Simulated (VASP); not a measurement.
# ZrPdSe4: single point with PBE

The system is ZrPdSe4.

```
CELL_PARAMETERS angstrom
3.98464 0.00000 0.00000
-1.99232 3.45080 0.00000
0.00000 0.00000 8.84760
ATOMIC_POSITIONS crystal
Zr 0.00000 0.00000 0.50000
Pd 0.00000 0.00000 0.00000
Se 0.66667 0.33333 0.23369
Se 0.33333 0.66667 0.76631
Se 0.33333 0.66667 0.23369
Se 0.66667 0.33333 0.76631
```

The cell was built from a structure type or drawn by symmetry, and may not be a known phase.

```yaml
Program: VASP 6.6.1
Task: single point
Functional: PBE
Potentials_or_basis: VASP PAW PBE potentials, release 64 (Zr_sv, Pd, Se)
Cutoff: 520 eV
k_mesh: 6 × 6 × 2
Occupations: gaussian, width 0.1 eV
Spin: no spin polarisation
```

```yaml
Pressure: 18.2 GPa
Largest_force: 0.549 eV/Å
Band_gap_on_the_k_mesh: zero (bands 23 and 24 overlap by 1.44 eV)
```

Forces in eV/Å, atoms in the order of the input:
```
Zr   0.000  0.000  0.000
Pd   0.000  0.000  0.000
Se   0.000  0.000  0.549
Se   0.000  0.000 -0.549
Se   0.000  0.000  0.549
Se   0.000  0.000 -0.549
```

Stress tensor (GPa, compression positive):
```
31.73  0.00  0.00
 0.00 31.73  0.00
 0.00  0.00 -8.74
```

Levels at points of the mesh, in eV from the Fermi level:
| k point | band 21 | band 22 | band 23 | band 24 | band 25 | band 26 |
| --- | --- | --- | --- | --- | --- | --- |
| (0.00, 0.00, 0.00) | -1.31 | -1.31 | -0.77 | -0.77 | -0.04 | 0.02 |
| (0.50, 0.00, 0.00) | -1.22 | -0.22 | 0.64 | 1.40 | 1.48 | 1.51 |
| (0.00, 0.00, 0.50) | -1.82 | -1.46 | -0.04 | -0.04 | 0.08 | 0.08 |
| (0.50, 0.00, 0.50) | -0.98 | 0.15 | 0.43 | 0.89 | 1.39 | 1.53 |

Wall time 47 s on 1 thread of Intel(R) Xeon(R) 6975P-C (Granite Rapids) (shared host), peak memory 0.26 GiB.

Caveat: the cell stands under pressure.
